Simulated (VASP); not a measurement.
Input of a VASP 6.6.1 run:

Contents of INCAR:

```
SYSTEM = TaC
  PREC = Accurate
  ENCUT = 520
  EDIFF = 1E-6
  ISMEAR = 0
  SIGMA = 0.1
  LREAL = Auto
  LASPH = .True.
  NELM = 80
  ALGO = Normal
  ISIF = 2
  LWAVE = .False.
  LCHARG = .True.
  LDIPOL = .True.
  IDIPOL = 3
  DIPOL = 0.5 0.5 0.500
  GGA = PE
  IVDW = 12
  LELF = .True.
  LVHAR = .True.
  LVACPOTAV = .True.
  NBANDS = 108
```

File KPOINTS:

```
regular mesh
0
Gamma
  4 4 1
  0 0 0
```

Contents of POSCAR:

```
TaC
1.0
    6.2855222178      0.0000000000      0.0000000000
   -3.1427611089      5.4434219167      0.0000000000
    0.0000000000      0.0000000000     22.4151342502
C Ta
12 12
Direct
    0.1666666667      0.3333333333      0.3569017214
    0.1666666667      0.8333333333      0.3569017214
    0.6666666667      0.3333333333      0.3569017214
    0.6666666667      0.8333333333      0.3569017214
    0.5000000000      0.5000000000      0.4713803443
    0.5000000000      0.0000000000      0.4713803443
    0.0000000000      0.5000000000      0.4713803443
    0.0000000000      0.0000000000      0.4713803443
    0.8333333333      0.6666666667      0.5886326024
    0.8333333333      0.1666666667      0.5886326024
    0.3333333333      0.6666666667      0.5886326024
    0.3333333333      0.1666666667      0.5886326024
    0.3333333333      0.1666666667      0.4141410329
    0.3333333333      0.6666666667      0.4141410329
    0.8333333333      0.1666666667      0.4141410329
    0.8333333333      0.6666666667      0.4141410329
    0.6666666667      0.3333333333      0.5301229882
    0.6666666667      0.8333333333      0.5301229882
    0.1666666667      0.3333333333      0.5301229882
    0.1666666667      0.8333333333      0.5301229882
    0.0000000000      0.5000000000      0.6402327235
    0.0000000000      0.0000000000      0.6402327235
    0.5000000000      0.5000000000      0.6402327235
    0.5000000000      0.0000000000      0.6402327235
```

Potentials or basis: VASP PAW PBE potentials, release 64 (C, Ta_pv).

Run with:

```sh
$ cat potpaw_PBE.64/C/POTCAR potpaw_PBE.64/Ta_pv/POTCAR > POTCAR
$ mpirun -np 1 vasp_std > vasp.out
```

(1) Predict the largest force.

(2) Estimate the band gap on the k mesh.

(3) Predict the dispersion energy per atom.

Results:

(1) 3.349 eV/Å.

(2) zero (bands 90 and 91 overlap by 0.16 eV).

(3) -0.325 eV.

Caveat: spin-orbit coupling is left out, which moves the levels of the heavy elements.
